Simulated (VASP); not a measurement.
# Y (I4/mmm) in VASP: notebook, part 2 of 2

VASP 6.6.1. Earlier steps stand in the parts before.

## (4) Single point, PBEsol (biaxial strain in the a-b plane: -1.0 %)

Input file INCAR:

```
  ALGO = Fast
  EDIFF = 1E-7
  ENCUT = 520
  GGA = PS
  ISIF = 2
  ISMEAR = 0
  LASPH = T
  LCHARG = F
  LREAL = F
  LWAVE = F
  NBANDS = 18
  NELM = 80
  PREC = Accurate
  SIGMA = 0.1
```

Input file KPOINTS:

```
k-points
0
Gamma
  14 14 10
```

Input file POSCAR:

```
Y
1.0
    2.4635876322      2.4635876322      0.0000000000
   -2.4635876322      2.4635876322      0.0000000000
    0.0000000000      0.0000000000      5.0068063797
Y
2
Direct
    0.0000000000      0.0000000000      0.0000000000
    0.5000000000      0.5000000000      0.5000000000
```

Potentials or basis: VASP PAW PBE potentials, release 64 (Y_sv).

Started as:

```sh
> cat potpaw_PBE.64/Y_sv/POTCAR > POTCAR
> mpirun -np 1 vasp_std > vasp.out
```

OUTCAR:

```text
EDIFF = 1E-7
   ENCUT = 520
   GGA = PS
   ISIF = 2
   ISMEAR = 0
   LASPH = T
   LREAL = F
   NELM = 80
   PREC = Accurate

 ion  position               nearest neighbor table
   1  0.000  0.000  0.000-   2 3.51   2 3.51   2 3.51   2 3.51   2 3.51   2 3.51   2 3.51   2 3.51

   2  0.500  0.500  0.500-   1 3.51   1 3.51   1 3.51   1 3.51   1 3.51   1 3.51   1 3.51   1 3.51

  LATTYP: Found a simple tetragonal cell.
 ALAT       =     3.4840390416
 C/A-ratio  =     1.4370695391

  Lattice vectors:

 A1 = (   2.4635876322,   2.4635876322,   0.0000000000)
[... 213 lines left out ...]
      6     -18.7669      2.00000
[... 481 lines left out ...]
      5     -19.1675      2.00000
      6     -19.0034      2.00000
[... 10 lines left out ...]
     17       6.8449      0.00000
     18       8.4690      0.00000

 [... further k-points ...]
[... 5 lines left out ...]
  --------------------------------------------------------------------------------------
  -------------------------------------------------------------------------------------
  Total        0.2322840      0.2322840      0.0404307      0.0000000     -0.0000000      0.0000000
  in kB        6.1235483      6.1235483      1.0658470      0.0000000     -0.0000000      0.0000000
  external PRESSURE =       4.4376478 kB  Pullay stress =       0.0000000 kB

 VOLUME and BASIS-vectors are now :
 -----------------------------------------------------------------------------
  energy-cutoff  :      520.00
  volume of cell :       60.78
      direct lattice vectors                 reciprocal lattice vectors
     2.463587632  2.463587632  0.000000000     0.202956044  0.202956044  0.000000000
    -2.463587632  2.463587632  0.000000000    -0.202956044  0.202956044  0.000000000
     0.000000000  0.000000000  5.006806380     0.000000000  0.000000000  0.199728115

 POSITION                                       TOTAL-FORCE (eV/Angst)
 -----------------------------------------------------------------------------------
      0.00000      0.00000      0.00000        -0.000000      0.000000     -0.000000
      0.00000      2.46359      2.50340         0.000000     -0.000000      0.000000
 -----------------------------------------------------------------------------------
    total drift:                               -0.000000      0.000000      0.000000

  FREE ENERGIE OF THE ION-ELECTRON SYSTEM (eV)
  ---------------------------------------------------
  free  energy   TOTEN  =       -13.6097827412 eV

  energy  without entropy=      -13.5960524879  energy(sigma->0) =      -13.60291761
```

Wall time 3.1 min (1 thread of Intel Xeon Platinum 8559C (Emerald Rapids), shared host); peak memory 0.35 GiB.

What came out:

- Free energy: -13.6098 eV
- Pressure: 0.4 GPa
- Band gap on the k mesh: zero (band 11 reaches 4.16 eV, above the bottom of band 12 at 2.30 eV)

Levels at points of the mesh, in eV from the Fermi level:
```tsv
k point	band 9	band 10	band 11	band 12	band 13	band 14
(0.00, 0.00, 0.00)	-4.87	-1.93	-0.98	1.75	1.89	1.89
(0.50, 0.00, 0.00)	-1.54	-1.54	0.28	0.28	0.61	0.61
(0.50, 0.50, 0.00)	-1.91	-1.91	-1.02	-1.02	2.47	2.47
(0.00, 0.00, 0.50)	-3.00	-3.00	0.09	0.09	1.74	1.74
(0.50, 0.00, 0.50)	-2.08	-2.08	0.84	0.84	1.58	1.58
(0.50, 0.50, 0.50)	-0.88	-0.88	0.30	0.30	0.30	0.30
```

Caveat: the cell differs from its parent crystal (biaxial strain in the a-b plane: -1.0 %); the PAW data sets were made with another functional, which shifts forces and pressure a little.

## (5) Single point, PBEsol (biaxial strain in the a-b plane: -1.0 %, then relaxed in part)

Input file INCAR:

```
SYSTEM = Y
PREC = Accurate
ENCUT = 520
EDIFF = 1E-7
ISMEAR = 0
SIGMA = 0.1
LREAL = .False.
LASPH = .True.
NELM = 80
ALGO = Fast
ISIF = 2
LWAVE = .False.
LCHARG = .False.
GGA = PS
NBANDS = 18
```

Input file KPOINTS:

```
regular mesh
0
Gamma
  14 14 10
  0 0 0
```

Changes to POSCAR since step 4:

```diff
@@ -4,3 +4,3 @@
    -2.4635876322      2.4635876322      0.0000000000
-    0.0000000000      0.0000000000      5.0068063797
+    0.0000000000      0.0000000000      5.0264898726
 Y
```

Started as:

```sh
> cat potpaw_PBE.64/Y_sv/POTCAR > POTCAR
> mpirun -np 1 vasp_std > vasp.out
```

Wall time 3 min (1 thread of Intel Xeon Platinum 8559C (Emerald Rapids), shared host); peak memory 0.35 GiB.

It converged, with:

```
Free energy            : -13.6098 eV
Pressure               : 0.3 GPa
Band gap on the k mesh : zero (band 11 reaches 4.13 eV, above the bottom of band 12 at 2.28 eV)
```

Stress tensor (GPa, compression positive):
```
 0.49  0.00  0.00
 0.00  0.49  0.00
 0.00  0.00 -0.15
```

Levels at points of the mesh, in eV from the Fermi level:
```
           k point  band 9  band 10  band 11  band 12  band 13  band 14
(0.00, 0.00, 0.00)   -4.87    -1.92    -0.97     1.73     1.90     1.90
(0.50, 0.00, 0.00)   -1.53    -1.53     0.26     0.26     0.61     0.61
(0.50, 0.50, 0.00)   -1.90    -1.90    -1.02    -1.02     2.47     2.47
(0.00, 0.00, 0.50)   -3.01    -3.01     0.09     0.09     1.72     1.72
(0.50, 0.00, 0.50)   -2.08    -2.08     0.83     0.83     1.56     1.56
(0.50, 0.50, 0.50)   -0.88    -0.88     0.30     0.30     0.30     0.30
```

Caveat: the cell differs from its parent crystal (biaxial strain in the a-b plane: -1.0 %, then relaxed in part); the PAW data sets were made with another functional, which shifts forces and pressure a little.

## (6) The runs side by side

```csv
cell,further INCAR settings,gap on the mesh (eV),pressure (GPa)
"a = 3.449, b = 3.449, c = 5.037 Å, 2 atoms",ALGO = Fast; EDIFF = 1e-06; NBANDS = 18,none,1.1
"a = 3.449, b = 3.449, c = 5.076 Å, 2 atoms",ALGO = Fast; EDIFF = 1e-07; NBANDS = 18,none,0.7
"a = 3.484, b = 3.484, c = 5.007 Å, 2 atoms",ALGO = Fast; EDIFF = 1e-07; NBANDS = 18,none,0.4
"a = 3.484, b = 3.484, c = 5.026 Å, 2 atoms",ALGO = Fast; EDIFF = 1e-07; NBANDS = 18,none,0.3
```

Alike in all rows: task single point; level PBEsol; potentials or basis VASP PAW PBE potentials, release 64 (Y_sv); no spin polarisation; k mesh 14 × 14 × 10; cutoff (eV) 520; smearing gaussian 0.1 eV.

Caveats: the PAW data sets were made with another functional, which shifts forces and pressure a little.

Absolute energies hang on the potentials; compare differences alone.
